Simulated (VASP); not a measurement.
Cs: single point with r2SCAN

Crystal: Cs.

```
Cs
1.0
    -3.16963    3.16963    3.16963
     3.16963   -3.16963    3.16963
     3.16963    3.16963   -3.16963
Cs
1
Cartesian
  0.0000 0.0000 0.0000
```

| Quantity | Value |
| --- | --- |
| Program | VASP 6.6.1 |
| Task | single point |
| Functional | r2SCAN |
| Potentials or basis | VASP PAW PBE potentials, release 64 (Cs_sv) |
| Cutoff | 520 eV |
| k mesh | 6 × 6 × 6 |
| Occupations | fermi-dirac, width 0.05 eV |
| Spin | no spin polarisation |

```
Pressure               : -0.1 GPa
Band gap on the k mesh : zero (an odd number of electrons rules out a gap without spin polarisation)
```

Levels at points of the mesh, in eV from the Fermi level:
| k point | band 2 | band 3 | band 4 | band 5 | band 6 | band 7 |
| --- | --- | --- | --- | --- | --- | --- |
| (0.00, 0.00, 0.00) | -11.25 | -11.25 | -11.25 | -1.70 | 2.73 | 2.73 |
| (0.50, 0.00, 0.00) | -11.35 | -11.28 | -11.25 | 0.13 | 0.69 | 1.84 |
| (0.50, 0.50, 0.50) | -11.32 | -11.32 | -11.32 | 0.72 | 0.72 | 2.98 |

Wall time 63 s on 1 thread of AMD EPYC 9R45 96-Core Processor (Zen 5), with other jobs on the host, peak memory 0.24 GiB.

Caveat: the PAW data sets were made with another functional, which shifts forces and pressure a little; spin-orbit coupling is left out, which moves the levels of the heavy elements.
